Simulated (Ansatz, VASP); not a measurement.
# Sc2SbP3: VASP beside Ansatz

```
CELL_PARAMETERS angstrom
4.38709 0.00000 0.00000
-2.19354 3.79933 0.00000
0.00000 0.00000 7.09029
ATOMIC_POSITIONS crystal
Sc 0.33333 0.66667 0.28506
Sc 0.33333 0.66667 0.71494
Sb 0.66667 0.33333 0.00000
P 0.66667 0.33333 0.50000
P 0.00000 0.00000 0.00000
P 0.00000 0.00000 0.50000
```

Change from the starting cell: species swapped into the Gd2CoNi3 type (P-6m2, No. 187).

Alike in both runs: functional PBE; k mesh 12 × 12 × 6; occupations gaussian, width 0.1 eV; no spin polarisation.

Ansatz relaxed the structure, and its values are those at the end. VASP's run is a single point on that final structure, the one shown.

```csv
,VASP,Ansatz
version,VASP 6.6.1,Ansatz 0.2.0
potentials or method,"VASP PAW PBE potentials, release 64 (Sc_sv, Sb, P), cutoff 520 eV","scalar-relativistic, plane waves, PAW"
valence electrons in the cell,42,52
```

VASP gave:

```
gap on the k mesh at the Fermi level (eV) : none
pressure (GPa)                            : 0.2
rms of the force components (eV/Å)        : 0.003
```

Question: Estimate Ansatz's values.

Answer: gap on the k mesh at the Fermi level (eV): none; pressure (GPa): 0.0; rms of the force components (eV/Å): 0.002.

A gap of «none» marks a metal or a gap that the smearing closes. VASP's potentials hold 42 valence electrons a cell and Ansatz's 52, so a difference there can come from the potentials and not from the codes.

Neither program's run includes spin-orbit coupling.
